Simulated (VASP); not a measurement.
# Ir: single point with r2SCAN

Crystal: Ir.

```
Ir
1.0
    12.23846    0.00000    0.00000
     0.00000    2.23343    0.00000
     0.00000    0.00000    7.19300
Ir
2
Cartesian
  3.0596 0.0000 1.1796
  9.1788 0.0000 6.0134
```

| Property | Result |
| --- | --- |
| Program | VASP 6.6.1 |
| Task | single point |
| Functional | r2SCAN |
| Potentials or basis | VASP PAW PBE potentials, release 64 (Ir) |
| Cutoff | 520 eV |
| k mesh | 3 × 12 × 4 |
| Occupations | fermi-dirac, width 0.1 eV |
| Spin | no spin polarisation |

The pressure is 0.4 GPa and the band gap on the k mesh is zero (bands 9 and 10 overlap by 3.46 eV).

Stress tensor (GPa, compression positive):
```
-0.04  0.00  0.00
 0.00  1.20  0.00
 0.00  0.00 -0.03
```

Levels at points of the mesh, in eV from the Fermi level:
| k point | band 4 | band 5 | band 6 | band 7 | band 8 | band 9 | band 10 | band 11 | band 12 | band 13 |
| --- | --- | --- | --- | --- | --- | --- | --- | --- | --- | --- |
| (0.00, 0.00, 0.00) | -2.18 | -1.67 | -1.67 | -1.67 | -1.66 | 2.62 | 2.62 | 2.62 | 2.62 | 2.91 |
| (0.00, 0.50, 0.00) | -4.83 | 0.12 | 0.13 | 0.13 | 0.13 | 1.21 | 1.22 | 6.21 | 6.28 | 10.85 |
| (0.00, 0.00, 0.50) | -2.17 | -1.67 | -1.67 | -1.67 | -1.66 | 2.62 | 2.62 | 2.62 | 2.62 | 3.03 |
| (0.00, 0.50, 0.50) | -4.83 | 0.13 | 0.13 | 0.13 | 0.13 | 1.22 | 1.22 | 6.25 | 6.29 | 10.96 |

Wall time 3.4 min on 1 thread of Intel(R) Xeon(R) 6975P-C (Granite Rapids), on a shared host, peak memory 0.38 GiB.

Caveat: the PAW data sets were made with another functional, which shifts forces and pressure a little; spin-orbit coupling is left out, which moves the levels of the heavy elements.
